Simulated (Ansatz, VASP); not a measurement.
**One calculation of Hf2N, two programs**

```
Hf N
1.0
     5.31312    0.00000    0.00000
     0.00000    5.31312    0.00000
     0.00000    0.00000    3.24210
Hf N
4 2
Direct
  0.29554 0.29554 0.00000
  0.70446 0.70446 0.00000
  0.79554 0.20446 0.50000
  0.20446 0.79554 0.50000
  0.00000 0.00000 0.00000
  0.50000 0.50000 0.50000
```

Alike in both runs: task single point; functional r2SCAN; k mesh 8 × 8 × 12; occupations fermi-dirac, width 0.05 eV; no spin polarisation.

|  | VASP | Ansatz |
| --- | --- | --- |
| version | VASP 6.6.1 | Ansatz 0.2.0 |
| potentials or method | VASP PAW PBE potentials, release 64 (Hf_pv, N), cutoff 520 eV | scalar-relativistic, plane waves, PAW |
| valence electrons in the cell | 50 | 114 |

```tsv
	VASP	Ansatz	Ansatz less VASP
gap on the k mesh at the Fermi level (eV)	none	none	-
pressure (GPa)	0.0	1.5	+1.49
traceless stress, the component that is largest in VASP (GPa)	-0.05	0.07	+0.118
rms of the force components (eV/Å)	0.001	0.008	+0.0073
```

VASP's potentials were made for PBE, not for r2SCAN. Atom by atom the forces differ by 0.007 eV/Å (rms over components). A gap of «none» marks a metal or a gap that the smearing closes. VASP's potentials hold 50 valence electrons a cell and Ansatz's 114, so a difference there can come from the potentials and not from the codes.

Spin-orbit coupling is off throughout.
